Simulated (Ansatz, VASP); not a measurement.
# One calculation of B3As, two programs

INCAR

```
  PREC = Accurate
  ENCUT = 600
  EDIFF = 1E-6
  ISMEAR = 0
  SIGMA = 0.1
  LREAL = False
  LASPH = True
  NELM = 80
  ALGO = Normal
  ISIF = 3
  LWAVE = False
  LCHARG = False
  GGA = PE
  IBRION = 2
  NSW = 100
  EDIFFG = -0.01
```

Contents of KPOINTS:

```
regular mesh
0
Gamma
  14 14 16
```

File POSCAR:

```
B3As
1.0
    3.6003724436      0.0000000000      0.0000000000
    0.0000000000      3.6003724436      0.0000000000
    0.0000000000      0.0000000000      2.9865191147
B As
3 1
Direct
    0.0000000000      0.5000000000      0.5000000000
    0.5000000000      0.0000000000      0.5000000000
    0.5000000000      0.5000000000      0.0000000000
    0.0000000000      0.0000000000      0.0000000000
```

Input for Ansatz:

```yaml
crystal:
  lattice:
    - [3.6003724436, 0.0, 0.0]
    - [0.0, 3.6003724436, 0.0]
    - [0.0, 0.0, 2.9865191147]
  atoms:
    - { symbol: B, position: [0.0, 0.5, 0.5] }
    - { symbol: B, position: [0.5, 0.0, 0.5] }
    - { symbol: B, position: [0.5, 0.5, 0.0] }
    - { symbol: As, position: [0.0, 0.0, 0.0] }
basis:
  ecutwfc: 420
kpoints:
  mp_grid: { grid: [14, 14, 16] }
hamiltonian:
  xc: pbe
scf:
  occupations: { method: gaussian, width: 0.1 }
output:
  forces: true
  stress: true
  eigenvalues: true
  write_density: true
  write_potential: true
  elf: true
  volumetric_format: npy
relax:
  adjacent_minimum: "off"
  f_tol: 0.01
  max_steps: 80
  cell: { stress_tol: 0.05 }
```

Change from the starting cell: species swapped into the Ti3Ag type (P4/mmm, No. 123).

Alike in both runs: task relaxation of cell and atoms; functional PBE; k mesh 14 × 14 × 16; occupations gaussian, width 0.1 eV; no spin polarisation.

|  | VASP | Ansatz |
| --- | --- | --- |
| version | VASP 6.6.1 | Ansatz 0.2.0 |
| potentials or method | VASP PAW PBE potentials, release 64 (B, As), cutoff 600 eV | scalar-relativistic, plane waves, PAW |
| valence electrons in the cell | 14 | 24 |

```csv
,VASP,Ansatz,Ansatz less VASP
"gap on the k mesh at the Fermi level, each at its own relaxed structure (eV)",none,none,-
relaxed volume (Å³/atom),9.65,9.63,-0.020
relaxed length of the cell vector where the two differ most in proportion (Å),3.008,3.006,-0.0021
```

A gap of «none» marks a metal or a gap that the smearing closes. VASP's potentials hold 14 valence electrons a cell and Ansatz's 24, so a difference there can come from the potentials and not from the codes.
